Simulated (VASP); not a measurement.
# ZnO (P6_3mc) in VASP: notebook

Runs on ZnO. Level: PBEsol. Tasks: single point.

All numbers are computed with VASP 6.6.1; they aren't measurements. Logs are shortened: lines on timing, memory, paths and dates and some standing lists are left out, and cuts for length are marked.

### 1 The cell of the first run

The structure is hexagonal, space group P6_3mc (No. 186). The conventional cell has a = 3.230 Å, b = 3.230 Å, c = 5.006 Å, α = 90.00°, β = 90.00°, γ = 120.00°. Zn (site symmetry 3m) has 4 O at 1.94 to 1.96 Å within 2.6 Å. O (site symmetry 3m) has 4 Zn at 1.94 to 1.96 Å within 2.6 Å.

### 2 Single point, PBEsol (strain along c alone, the other axes held: -4.0 %, then relaxed in part)

Input file INCAR:

```
PREC     = Accurate       # precision mode
ENCUT    = 520            # plane-wave cutoff, eV
EDIFF    = 1E-7           # SCF threshold, eV
ISMEAR   = 0              # smearing method
SIGMA    = 0.02           # smearing width, eV
LREAL    = F              # projectors in reciprocal space
LASPH    = T              # aspherical terms in the spheres
NELM     = 80             # most SCF steps
ALGO     = Normal         # electronic algorithm
ISIF     = 2              # what is computed and relaxed
LWAVE    = F              # write WAVECAR
LCHARG   = T              # write CHGCAR
GGA      = PS             # functional
LELF     = T              # ELF
LVHAR    = T            
NBANDS   = 26             # bands
```

Input file KPOINTS:

```
Automatic mesh
0
Gamma
  12 12 6
```

Input file POSCAR:

```
ZnO
1.0
    3.2304736098      0.0000000000      0.0000000000
   -1.6152368049      2.7976722123      0.0000000000
    0.0000000000      0.0000000000      5.0055125860
Zn O
2 2
Direct
    0.6666666667      0.3333333333      0.4946451986
    0.3333333333      0.6666666667     -0.0053548014
    0.6666666667      0.3333333333      0.8856648014
    0.3333333333      0.6666666667      0.3856648014
```

Potentials or basis: VASP PAW PBE potentials, release 64 (Zn, O).

On the command line:

```
$ cat potpaw_PBE.64/Zn/POTCAR potpaw_PBE.64/O/POTCAR > POTCAR
$ mpirun -np 1 vasp_std > vasp.out
```

OUTCAR:

```text
PREC = Accurate
   ENCUT = 520
   EDIFF = 1E-7
   ISMEAR = 0
   LREAL = F
   LASPH = T
   NELM = 80
   ISIF = 2
   GGA = PS

 ion  position               nearest neighbor table
   1  0.667  0.333  0.495-   4 1.94   4 1.94   4 1.94   3 1.96
   2  0.333  0.667  0.995-   3 1.94   3 1.94   3 1.94   4 1.96
   3  0.667  0.333  0.886-   2 1.94   2 1.94   2 1.94   1 1.96
   4  0.333  0.667  0.386-   1 1.94   1 1.94   1 1.94   2 1.96

  LATTYP: Found a hexagonal cell.
 ALAT       =     3.2304736098
 C/A-ratio  =     1.5494671032

  Lattice vectors:

 A1 = (   3.2304736098,   0.0000000000,   0.0000000000)
 A2 = (  -1.6152368049,   2.7976722123,   0.0000000000)
 A3 = (   0.0000000000,   0.0000000000,   5.0055125860)

Analysis of symmetry for initial positions (statically):
=====================================================================
 Subroutine PRICEL returns:
 Original cell was already a primitive cell.

 Routine SETGRP: Setting up the symmetry group for a
 hexagonal supercell.

 Subroutine GETGRP returns: Found 12 space group operations
 (whereof  6 operations were pure point group operations)
 out of a pool of 24 trial point group operations.

The static configuration has the point symmetry C_3v.
 The point group associated with its full space group is C_6v.

Analysis of symmetry for dynamics (positions and initial velocities):
=====================================================================
 Subroutine PRICEL returns:
 Original cell was already a primitive cell.

 Routine SETGRP: Setting up the symmetry group for a
 hexagonal supercell.

 Subroutine GETGRP returns: Found 12 space group operations
 (whereof  6 operations were pure point group operations)
 out of a pool of 24 trial point group operations.

The dynamic configuration has the point symmetry C_3v.
 The point group associated with its full space group is C_6v.

 Subroutine INISYM returns: Found 12 space group operations
 (whereof  6 operations are pure point group operations),
 and found     1 'primitive' translations

----------------------------------------------------------------------------------------

                                     Primitive cell

  volume of cell :      45.2389

  direct lattice vectors                    reciprocal lattice vectors
     3.230473610  0.000000000  0.000000000     0.309552134  0.178720008  0.000000000
    -1.615236805  2.797672212  0.000000000     0.000000000  0.357440016  0.000000000
     0.000000000  0.000000000  5.005512586     0.000000000  0.000000000  0.199779739

  length of vectors
     3.230473610  3.230473610  5.005512586     0.357440016  0.357440016  0.199779739

  position of ions in fractional coordinates (direct lattice)
     0.666666667  0.333333333  0.494645199
     0.333333333  0.666666667  0.994645199
     0.666666667  0.333333333  0.885664801
     0.333333333  0.666666667  0.385664801

  ion indices of the primitive-cell ions
   primitive index   ion index
                 1           1
                 2           2
                 3           3
                 4           4

----------------------------------------------------------------------------------------

 KPOINTS: Automatic mesh

Automatic generation of k-mesh.
 Grid dimensions read from file:
 generate k-points for:   12   12    6

 Generating k-lattice:

  Cartesian coordinates                     Fractional coordinates (reciprocal lattice)
     0.025796011  0.014893334  0.000000000     0.083333333  0.000000000  0.000000000
     0.000000000  0.029786668  0.000000000     0.000000000  0.083333333  0.000000000
     0.000000000  0.000000000  0.033296623     0.000000000  0.000000000  0.166666667

  Length of vectors
     0.029786668  0.029786668  0.033296623

  Shift w.r.t. Gamma in fractional coordinates (k-lattice)
     0.000000000  0.000000000  0.000000000

 Subroutine IBZKPT returns following result:
 ===========================================

 Found     76 irreducible k-points:

 Following reciprocal coordinates:
            Coordinates               Weight
  0.000000  0.000000  0.000000      1.000000
  0.083333  0.000000  0.000000      6.000000
  0.166667 -0.000000  0.000000      6.000000
  0.250000  0.000000  0.000000      6.000000
  0.333333  0.000000  0.000000      6.000000
  0.416667  0.000000  0.000000      6.000000
[... 16 lines left out ...]
  0.250000  0.000000  0.166667     12.000000
  0.333333  0.000000  0.166667     12.000000
 [... further k-points ...]
   k-points           NKPTS =     76   k-points in BZ     NKDIM =     76   number of bands    NBANDS=     26
   number of dos      NEDOS =    301   number of ions     NIONS =      4
   total plane-waves  NPLWV =  23040
   dimension x,y,z NGX =    24 NGY =   24 NGZ =   40
   dimension x,y,z NGXF=    48 NGYF=   48 NGZF=   80
   ions per type =               2   2
   NGX,Y,Z   is equivalent  to a cutoff of  12.35, 12.35, 13.29 a.u.
   NGXF,Y,Z  is equivalent  to a cutoff of  24.70, 24.70, 26.57 a.u.
 SYSTEM =  unknown system
   PREC   = accura    normal or accurate (medium, high low for compatibility)
   ISTART =      0    job   : 0-new  1-cont  2-samecut
   ICHARG =      2    charge: 1-file 2-atom 10-const
   ISPIN  =      1    spin polarized calculation?
   LNONCOLLINEAR =      F non collinear calculations
   LSORBIT =      F    spin-orbit coupling
   LASPH  =      T    aspherical Exc in radial PAW
   ENCUT  =  520.0 eV  38.22 Ry    6.18 a.u.   6.01  6.01  9.31*2*pi/ulx,y,z
   NELM   =     80;   NELMIN=  2; NELMDL= -5     # of ELM steps
   EDIFF  = 0.1E-06   stopping-criterion for ELM
   LREAL  =      F    real-space projection
   EDIFFG = 0.1E-05   stopping-criterion for IOM
   NSW    =      0    number of steps for IOM
   IBRION =     -1    ionic relax: 0-MD 1-quasi-New 2-CG
   NFREE  =      0    steps in history (QN), initial steepest desc. (CG)
   ISIF   =      2    stress and relaxation
   ISYM   =      2    0-nonsym 1-usesym 2-fastsym
   POTIM  = 0.5000    time-step for ionic-motion
   TEBEG  =    0.0;   TEEND  =   0.0 temperature during run
   PSTRESS=    0.0 pullay stress
   NELECT =      36.0000    total number of electrons
   NUPDOWN=      -1.0000    fix difference up-down
   EMIN   =  10.00;   EMAX   =-10.00  energy-range for DOS
   EFERMI =   0.00;   METHOD = LEGACY
   ISMEAR =     0;   SIGMA  =   0.02  broadening in eV -4-tet -1-fermi 0-gaus
   EFERMI_NEDOS =   21; number of points for ismear=-14 and -15
   IALGO  =     38    algorithm
   IMIX   =      4    mixing-type and parameters
     AMIX     =   0.40;   BMIX     =  1.00
     AMIX_MAG =   1.60;   BMIX_MAG =  1.00
  volume/ion in A,a.u.               =      11.31        76.32
  Fermi-wavevector in a.u.,A,eV,Ry     =   1.517068  2.866843 31.313758  2.301496
  Thomas-Fermi vector in A             =   2.626373
   LORBIT       =      0    0 simple, 1 ext, 2 COOP (PROOUT), +10 PAW based schemes
   GGA     = PS    functional components
   LHFCALC =     F    Hartree Fock is set to
   AEXX    =    0.0000 exact exchange contribution
   IVDW    =     0    specifies the selected vdW correction
   LEPSILON=     F    determine dielectric tensor
   LRPA    =     F    only Hartree local field effects (RPA)
 non-spin polarized calculation
 Gauss-broadening in eV      SIGMA  =   0.02
  energy-cutoff  :      520.00
  volume of cell :       45.24
 maximum number of plane-waves:      1248
   NGX = 13   NGY = 13   NGZ = 19

 number of electron      36.0000010 magnetization

 Free energy of the ion-electron system (eV)
  ---------------------------------------------------
  ext. energy  EPLUGINS =         0.00000000
  ---------------------------------------------------
  free energy    TOTEN  =       -19.34588172 eV

  energy without entropy =      -19.34588172  energy(sigma->0) =      -19.34588172

 E-fermi :   1.6066     XC(G=0): -11.4605

 val. band max:        1.5065506281   @ k =   0.0000   0.0000   0.0000
 cond. band min:       2.3011520669   @ k =   0.0000   0.0000   0.0000
 fundamental gap:      0.7946014388
 Fermi energy:         1.6065688313

 k-point     1 :       0.0000    0.0000    0.0000
  band No.  band energies     occupation
      1     -16.9379      2.00000
      2     -16.0516      2.00000
      3      -4.4814      2.00000
      4      -4.4814      2.00000
      5      -4.4433      2.00000
      6      -4.3114      2.00000
[... 18 lines left out ...]
     25      15.5930      0.00000
     26      16.4717      0.00000

 k-point     2 :       0.0833    0.0000    0.0000
  band No.  band energies     occupation
      1     -16.8954      2.00000
      2     -16.0348      2.00000
      3      -4.5349      2.00000
      4      -4.4539      2.00000
      5      -4.3949      2.00000
      6      -4.3162      2.00000
[... 18 lines left out ...]
     25      15.7262      0.00000
     26      16.5411      0.00000

 k-point     3 :       0.1667   -0.0000    0.0000
  band No.  band energies     occupation
      1     -16.7763      2.00000
      2     -15.9908      2.00000
      3      -4.6599      2.00000
      4      -4.3794      2.00000
      5      -4.3690      2.00000
      6      -4.2279      2.00000
[... 18 lines left out ...]
     25      15.8554      0.00000
     26      15.9510      0.00000

 k-point     4 :       0.2500    0.0000    0.0000
  band No.  band energies     occupation
      1     -16.6020      2.00000
      2     -15.9369      2.00000
      3      -4.7856      2.00000
      4      -4.4132      2.00000
      5      -4.2832      2.00000
      6      -4.0969      2.00000
[... 18 lines left out ...]
     25      14.8799      0.00000
     26      15.8989      0.00000

 k-point     5 :       0.3333    0.0000    0.0000
  band No.  band energies     occupation
      1     -16.4081      2.00000
      2     -15.8967      2.00000
      3      -4.8481      2.00000
      4      -4.4734      2.00000
      5      -4.1995      2.00000
      6      -3.9890      2.00000
[... 18 lines left out ...]
     25      15.1230      0.00000
     26      15.7272      0.00000

 k-point     6 :       0.4167    0.0000    0.0000
  band No.  band energies     occupation
      1     -16.2419      2.00000
      2     -15.8873      2.00000
      3      -4.8157      2.00000
      4      -4.5603      2.00000
      5      -4.1493      2.00000
      6      -3.8971      2.00000
[... 427 lines left out ...]
 k-point    21 :       0.0833    0.0000    0.1667
  band No.  band energies     occupation
      1     -16.8404      2.00000
      2     -16.0950      2.00000
      3      -4.5627      2.00000
      4      -4.5264      2.00000
      5      -4.4505      2.00000
      6      -4.3145      2.00000
[... 18 lines left out ...]
     25      15.2902      0.00000
     26      15.4611      0.00000

 k-point    22 :       0.1667   -0.0000    0.1667
  band No.  band energies     occupation
      1     -16.7251      2.00000
      2     -16.0447      2.00000
      3      -4.6920      2.00000
      4      -4.5284      2.00000
      5      -4.3741      2.00000
      6      -4.2441      2.00000
[... 18 lines left out ...]
     25      15.0896      0.00000
     26      15.6589      0.00000

 k-point    23 :       0.2500    0.0000    0.1667
  band No.  band energies     occupation
      1     -16.5573      2.00000
      2     -15.9809      2.00000
      3      -4.8220      2.00000
      4      -4.5558      2.00000
      5      -4.2738      2.00000
      6      -4.1422      2.00000
[... 18 lines left out ...]
     25      14.8647      0.00000
     26      15.6964      0.00000

 k-point    24 :       0.3333    0.0000    0.1667
  band No.  band energies     occupation
      1     -16.3721      2.00000
      2     -15.9284      2.00000
      3      -4.8910      2.00000
      4      -4.6045      2.00000
      5      -4.1836      2.00000
      6      -4.0397      2.00000
[... 18 lines left out ...]
     25      15.1086      0.00000
     26      15.6345      0.00000

 [... further k-points ...]
[... 5 lines left out ...]
  --------------------------------------------------------------------------------------
  -------------------------------------------------------------------------------------
  Total        1.7675516      1.7675516      2.7411980      0.0000000      0.0000000      0.0000000
  in kB       62.5995350     62.5995350     97.0821539      0.0000000      0.0000000      0.0000000
  external PRESSURE =      74.0937413 kB  Pullay stress =       0.0000000 kB

 VOLUME and BASIS-vectors are now :
 -----------------------------------------------------------------------------
  energy-cutoff  :      520.00
  volume of cell :       45.24
      direct lattice vectors                 reciprocal lattice vectors
     3.230473610  0.000000000  0.000000000     0.309552134  0.178720008  0.000000000
    -1.615236805  2.797672212  0.000000000     0.000000000  0.357440016  0.000000000
     0.000000000  0.000000000  5.005512586     0.000000000  0.000000000  0.199779739

 POSITION                                       TOTAL-FORCE (eV/Angst)
 -----------------------------------------------------------------------------------
      1.61524      0.93256      2.47595        -0.000000     -0.000000     -0.005542
     -0.00000      1.86511      4.97871         0.000000      0.000000     -0.005542
      1.61524      0.93256      4.43321        -0.000000      0.000000      0.005542
     -0.00000      1.86511      1.93045         0.000000     -0.000000      0.005542
 -----------------------------------------------------------------------------------
    total drift:                                0.000000      0.000001      0.001570

  FREE ENERGIE OF THE ION-ELECTRON SYSTEM (eV)
  ---------------------------------------------------
  free  energy   TOTEN  =       -19.3458817218 eV

  energy  without entropy=      -19.3458817218  energy(sigma->0) =      -19.34588172
```

Wall time 32 s (1 thread of Intel Xeon 6975P-C (Granite Rapids), shared host); peak memory 0.21 GiB.

What came out:

| Property | Result |
| --- | --- |
| Free energy | -19.3459 eV |
| Pressure | 7.4 GPa |
| Largest force | 0.006 eV/Å |
| Band gap on the k mesh | 0.79 eV, direct |

Forces in eV/Å, atoms in the order of the input:
```
Zn   0.000  0.000 -0.006
Zn   0.000  0.000 -0.006
O    0.000  0.000  0.006
O    0.000  0.000  0.006
```

Caveat: the cell differs from its parent crystal (strain along c alone, the other axes held: -4.0 %, then relaxed in part); the PAW data sets were made with another functional, which shifts forces and pressure a little.

### 3 Single point, PBEsol

Input file INCAR:

```
SYSTEM = ZnO
PREC = Accurate ; ENCUT = 520
EDIFF = 1E-6 ; ISMEAR = 0
SIGMA = 0.02 ; LREAL = .FALSE.
LASPH = .TRUE. ; NELM = 60
ALGO = Normal ; ISIF = 2
LWAVE = .FALSE. ; LCHARG = .TRUE.
GGA = PS ; LELF = .TRUE.
LVHAR = .TRUE. ; NBANDS = 26
```

Input file KPOINTS:

```
Automatic mesh
0
G
  12 12 6
  0 0 0
```

POSCAR is that of step 2.

Potentials or basis: VASP PAW PBE potentials, release 64 (Zn, O).

On the command line:

```
$ cat potpaw_PBE.64/Zn/POTCAR potpaw_PBE.64/O/POTCAR > POTCAR
$ mpirun -np 1 vasp_std > vasp.out
```

Wall time 27 s (1 thread of Intel Xeon 6975P-C (Granite Rapids), shared host); peak memory 0.2 GiB.

It converged, with:

```yaml
Free_energy: -19.3459 eV
Pressure: 7.3 GPa
Largest_force: 0.006 eV/Å
Band_gap_on_the_k_mesh: 0.79 eV, direct
```

Forces in eV/Å, atoms in the order of the input:
```
Zn   0.000  0.000 -0.006
Zn   0.000  0.000 -0.006
O    0.000  0.000  0.006
O    0.000  0.000  0.006
```

Stress tensor (GPa, compression positive):
```
6.14 0.00 0.00
0.00 6.14 0.00
0.00 0.00 9.59
```

Levels at points of the mesh, in eV from the valence-band top:
```
           k point  band 15  band 16  band 17  band 18  band 19  band 20  band 21  band 22
(0.00, 0.00, 0.00)    -0.86    -0.13     0.00     0.00     0.79     5.14     8.59    12.66
(0.50, 0.00, 0.00)    -2.93    -2.53    -1.30    -1.00     5.89     6.71     7.82     8.55
(0.00, 0.00, 0.50)    -0.42    -0.42    -0.42    -0.42     3.55     3.55    10.36    10.36
(0.50, 0.00, 0.50)    -1.71    -1.71    -1.29    -1.29     5.72     5.72     8.63     8.63
```

Caveat: the PAW data sets were made with another functional, which shifts forces and pressure a little.
